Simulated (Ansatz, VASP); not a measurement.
**C: VASP beside Ansatz**

```
C
1.0
     0.00000    1.76234    1.76234
     1.78014   -0.01780    1.78014
     1.78014    1.78014   -0.01780
C
2
Direct
  0.50000 0.50000 0.50000
  0.75000 0.75000 0.75000
```

Change from the starting cell: strain -0.0200 x Voigt [0, 0, 0, 1, 0, 0], atoms carried along.

Alike in both runs: task single point; functional r2SCAN; k mesh 12 × 12 × 12; occupations gaussian, width 0.05 eV; no spin polarisation.

|  | VASP | Ansatz |
| --- | --- | --- |
| version | VASP 6.6.1 | Ansatz 0.2.0 |
| potentials or method | VASP PAW PBE potentials, release 64 (C_h), cutoff 910 eV | scalar-relativistic, plane waves, PAW |
| valence electrons in the cell | 8 | 8 |

```tsv
	VASP	Ansatz	Ansatz less VASP
gap on the k mesh at the Fermi level (eV)	4.36	4.35	-0.002
least direct gap on the mesh (eV)	5.58	5.58	+0.001
rms of the force components (eV/Å)	0.024	0.025	+0.0012
```

VASP's potentials were made for PBE, not for r2SCAN. Atom by atom the forces differ by 0.001 eV/Å (rms over components).

Noted on VASP's run: the cutoff is short for stress, so the pressure is rough.
